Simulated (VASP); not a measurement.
# Si (C2/c) in VASP: further runs

Runs on Si. Level: PBE+D3(BJ). Tasks: single point.

All numbers are computed with VASP 6.6.1; they aren't measurements. Logs are shortened: lines on timing, memory, paths and dates and some standing lists are left out, and cuts for length are marked.

## 1. The cell of the first run

It takes space group C2/c (No. 15, monoclinic). The conventional cell has a = 2.638 Å, b = 4.567 Å, c = 4.510 Å, α = 90.00°, β = 92.86°, γ = 90.00°. Within 3.5 Å of Si (site symmetry 2) lie 12 Si at 2.64 to 2.78 Å.

## 2. Single point, PBE+D3(BJ) (strain -0.0500 x Voigt [0, 0, 0, 0, 1, 0])

File INCAR:

```
PREC     = Accurate       # precision mode
ENCUT    = 520            # plane-wave cutoff, eV
EDIFF    = 1E-6           # SCF threshold, eV
ISMEAR   = 0              # smearing method
SIGMA    = 0.15           # smearing width, eV
LREAL    = False          # projectors in reciprocal space
LASPH    = True           # aspherical terms in the spheres
NELM     = 60             # most SCF steps
ALGO     = Normal         # electronic algorithm
ISIF     = 2              # what is computed and relaxed
LWAVE    = False          # write WAVECAR
LCHARG   = False          # write CHGCAR
GGA      = PE             # functional
IVDW     = 12             # dispersion correction
NBANDS   = 11             # bands
```

File KPOINTS:

```
Automatic mesh
0
Gamma
  24 24 14
```

File POSCAR:

```
Si
1.0
    2.6369973380      0.0000000000     -0.0659249334
   -1.3184986690      2.2837066844      0.0329624667
   -0.1127247871      0.0000000000      4.5089914857
Si
2
Direct
    0.3333333333      0.6666666667      0.2500000000
    0.6666666667      0.3333333333      0.7500000000
```

Potentials or basis: VASP PAW PBE potentials, release 64 (Si).

Launch:

```sh
> cat potpaw_PBE.64/Si/POTCAR > POTCAR
> mpirun -np 1 vasp_std > vasp.out
```

OUTCAR:

```text
PREC = Accurate
   ENCUT = 520
   EDIFF = 1E-6
   ISMEAR = 0
   LREAL = False
   LASPH = True
   NELM = 60
   ISIF = 2
   GGA = PE
   IVDW = 12
 IVDW          = 12

 ion  position               nearest neighbor table
   1  0.333  0.667  0.250-   2 2.67   2 2.67   2 2.72   2 2.72   2 2.78   2 2.78
   2  0.667  0.333  0.750-   1 2.67   1 2.67   1 2.72   1 2.72   1 2.78   1 2.78

  LATTYP: Found a base centered monoclinic cell.
 ALAT       =     2.6378212709
 B/A-ratio  =     1.7315097953
 C/A-ratio  =     1.7098961082
 COS(beta)  =    -0.0499687695

  Lattice vectors:

 A1 = (   1.3184986690,  -2.2837066844,  -0.0329624667)
 A2 = (   1.3184986690,   2.2837066844,  -0.0329624667)
 A3 = (  -0.1127247871,   0.0000000000,   4.5089914857)

Analysis of symmetry for initial positions (statically):
=====================================================================
 Subroutine PRICEL returns:
 Original cell was already a primitive cell.

 Routine SETGRP: Setting up the symmetry group for a
 base centered monoclinic supercell.

 Subroutine GETGRP returns: Found  4 space group operations
 (whereof  2 operations were pure point group operations)
 out of a pool of  4 trial point group operations.

The static configuration has the point symmetry S_2 .
 The point group associated with its full space group is C_2h.

Analysis of symmetry for dynamics (positions and initial velocities):
=====================================================================
 Subroutine PRICEL returns:
 Original cell was already a primitive cell.

 Routine SETGRP: Setting up the symmetry group for a
 base centered monoclinic supercell.

 Subroutine GETGRP returns: Found  4 space group operations
 (whereof  2 operations were pure point group operations)
 out of a pool of  4 trial point group operations.

The dynamic configuration has the point symmetry S_2 .
 The point group associated with its full space group is C_2h.

 Subroutine INISYM returns: Found  4 space group operations
 (whereof  2 operations are pure point group operations),
 and found     1 'primitive' translations

----------------------------------------------------------------------------------------

                                     Primitive cell

  volume of cell :      27.1368

  direct lattice vectors                    reciprocal lattice vectors
     2.636997338  0.000000000 -0.065924933     0.379456352  0.218942303  0.009486409
    -1.318498669  2.283706684  0.032962467     0.000000000  0.437884605  0.000000000
    -0.112724787  0.000000000  4.508991486     0.005547945  0.000000000  0.221917782

  length of vectors
[... 93 lines left out ...]
   NELECT =       8.0000    total number of electrons
   NUPDOWN=      -1.0000    fix difference up-down
   EMIN   =  10.00;   EMAX   =-10.00  energy-range for DOS
   EFERMI =   0.00;   METHOD = LEGACY
   ISMEAR =     0;   SIGMA  =   0.15  broadening in eV -4-tet -1-fermi 0-gaus
   EFERMI_NEDOS =   21; number of points for ismear=-14 and -15
   IALGO  =     38    algorithm
   IMIX   =      4    mixing-type and parameters
     AMIX     =   0.40;   BMIX     =  1.00
     AMIX_MAG =   1.60;   BMIX_MAG =  1.00
  volume/ion in A,a.u.               =      13.57        91.56
  Fermi-wavevector in a.u.,A,eV,Ry     =   1.089563  2.058975 16.152111  1.187147
  Thomas-Fermi vector in A             =   2.225768
   LORBIT       =      0    0 simple, 1 ext, 2 COOP (PROOUT), +10 PAW based schemes
   GGA     = PE    functional components
   LHFCALC =     F    Hartree Fock is set to
   AEXX    =    0.0000 exact exchange contribution
   IVDW    =    12    specifies the selected vdW correction
   LEPSILON=     F    determine dielectric tensor
   LRPA    =     F    only Hartree local field effects (RPA)
 non-spin polarized calculation
 Gauss-broadening in eV      SIGMA  =   0.15
  energy-cutoff  :      520.00
  volume of cell :       27.14
 maximum number of plane-waves:       751
   NGX =  9   NGY =  9   NGZ = 17

 number of electron       8.0000001 magnetization

 Free energy of the ion-electron system (eV)
  ---------------------------------------------------
  ext. energy  EPLUGINS =         0.00000000
  ---------------------------------------------------
  free energy    TOTEN  =        -9.80864009 eV

  energy without entropy =       -9.80032529  energy(sigma->0) =       -9.80448269

 E-fermi :  11.0448     XC(G=0): -11.4552

 val. band max:       11.0430760940   @ k =  -0.4583   0.2083   0.4286
 cond. band min:      11.0462804706   @ k =   0.3333  -0.2083   0.2857
 fundamental gap:      0.0032043766
 Fermi energy:        11.0447703077

 k-point     1 :       0.0000    0.0000    0.0000
  band No.  band energies     occupation
      1      -4.0272      2.00000
      2       2.5860      2.00000
      3       3.4665      2.00000
      4      20.4973      0.00000
      5      20.5248      0.00000
      6      21.6593      0.00000
      7      21.6722      0.00000
      8      21.8894      0.00000
      9      21.9459      0.00000
     10      24.9332      0.00000
     11      25.4304      0.00000
[... 309 lines left out ...]
 k-point    24 :       0.4167    0.0417    0.0000
  band No.  band energies     occupation
      1       1.2726      2.00000
      2       4.6706      2.00000
      3       7.5304      2.00000
      4       8.7024      2.00000
      5      10.7393      1.99603
      6      12.3716      0.00000
      7      14.3293      0.00000
      8      18.1407      0.00000
      9      19.6871      0.00000
     10      21.7679      0.00000
     11      23.7458      0.00000

 [... further k-points ...]

------------------------ aborting loop because EDIFF is reached ----------------------------------------

 Edisp (eV)   -0.91605

 E8    (eV) :    -0.3746

  FORCE on cell =-STRESS in cart. coord.  units (eV):
  Direction    XX          YY          ZZ          XY          YZ          ZX
  --------------------------------------------------------------------------------------
  -------------------------------------------------------------------------------------
  Total       0.04266     0.01421     0.00729     0.00000     0.00000     0.21926
  in kB       2.51857     0.83894     0.43058     0.00000     0.00000    12.94524
  external pressure =        1.26 kB  Pullay stress =        0.00 kB

 VOLUME and BASIS-vectors are now :
 -----------------------------------------------------------------------------
  energy-cutoff  :      520.00
  volume of cell :       27.14
      direct lattice vectors                 reciprocal lattice vectors
     2.636997338  0.000000000 -0.065924933     0.379456352  0.218942303  0.009486409
    -1.318498669  2.283706684  0.032962467     0.000000000  0.437884605  0.000000000
    -0.112724787  0.000000000  4.508991486     0.005547945  0.000000000  0.221917782

 POSITION                                       TOTAL-FORCE (eV/Angst)
 -----------------------------------------------------------------------------------
     -0.02818      1.52247      1.12725         0.000000     -0.013243     -0.000000
      1.23396      0.76124      3.34878        -0.000000      0.013243      0.000000
 -----------------------------------------------------------------------------------
    total drift:                               -0.000000      0.000000      0.000000

  FREE ENERGIE OF THE ION-ELECTRON SYSTEM (eV)
  ---------------------------------------------------
  free  energy   TOTEN  =       -10.7246852218 eV

  energy  without entropy=      -10.7163704139  energy(sigma->0) =      -10.72052782
```

Wall time 2.4 min (1 thread of AMD EPYC 9R45 (Zen 5), shared host); peak memory 0.53 GiB.

Results:

| Property | Result |
| --- | --- |
| Free energy | -10.7247 eV |
| Pressure | 0.1 GPa |
| Largest force | 0.013 eV/Å |
| Band gap on the k mesh | zero (bands 4 and 5 overlap by 13.21 eV) |
| Dispersion energy per atom | -0.458 eV |

Forces on the atoms (eV/Å):
```
Si   0.000 -0.013  0.000
Si   0.000  0.013  0.000
```

Caveat: the cell differs from its parent crystal (strain -0.0500 x Voigt [0, 0, 0, 0, 1, 0]).

## 3. Single point, PBE+D3(BJ) (strain +0.0625 x Voigt [0, 0, 0, 0, 1, 0])

File INCAR:

```
  PREC = Accurate
  ENCUT = 520
  EDIFF = 1E-6
  ISMEAR = 0
  SIGMA = 0.15
  LREAL = F
  LASPH = T
  NELM = 100
  ALGO = Normal
  ISIF = 2
  LWAVE = F
  LCHARG = F
  GGA = PE
  IVDW = 12
  NBANDS = 11
```

File KPOINTS:

```
regular mesh
0
Gamma
  24 24 14
```

File POSCAR:

```
Si
1.0
    2.6369973380      0.0000000000      0.0824061668
   -1.3184986690      2.2837066844     -0.0412030834
    0.1409059839      0.0000000000      4.5089914857
Si
2
Direct
    0.3333333333      0.6666666667      0.2500000000
    0.6666666667      0.3333333333      0.7500000000
```

Potentials or basis: VASP PAW PBE potentials, release 64 (Si).

Launch:

```sh
> cat potpaw_PBE.64/Si/POTCAR > POTCAR
> mpirun -np 1 vasp_std > vasp.out
```

Wall time 2.4 min (1 thread of AMD EPYC 9R45 (Zen 5), shared host); peak memory 0.53 GiB.

It converged, with:

```yaml
Free_energy: -10.7217 eV
Pressure: 0.3 GPa
Largest_force: 0.019 eV/Å
Band_gap_on_the_k_mesh: zero (bands 4 and 5 overlap by 13.27 eV)
Dispersion_energy_per_atom: -0.458 eV
```

Forces in eV/Å, atoms in the order of the input:
```
Si   0.000 -0.019  0.000
Si   0.000  0.019  0.000
```

Stress tensor (GPa, compression positive):
```
 0.35  0.00 -1.56
 0.00  0.15  0.00
-1.56  0.00  0.27
```

Levels at points of the mesh, in eV from the Fermi level:
```csv
k point,band 1,band 2,band 3,band 4,band 5,band 6,band 7,band 8
"(0.00, 0.00, 0.00)",-15.07,-8.45,-7.57,9.46,9.50,10.62,10.64,10.87
"(0.50, 0.00, 0.00)",-8.44,-7.95,-2.57,-1.79,-1.10,0.17,4.00,6.15
"(0.00, 0.50, 0.00)",-8.46,-7.96,-2.01,-1.71,-1.46,-0.17,4.06,6.18
"(0.00, 0.00, 0.50)",-13.29,-13.29,0.46,0.46,10.50,10.50,11.06,11.06
"(0.50, 0.00, 0.50)",-6.95,-6.87,-6.29,-5.74,4.90,5.44,5.45,6.35
"(0.00, 0.50, 0.50)",-6.78,-6.78,-6.18,-6.18,5.29,5.29,5.94,5.94
```

Caveat: the cell differs from its parent crystal (strain +0.0625 x Voigt [0, 0, 0, 0, 1, 0]).
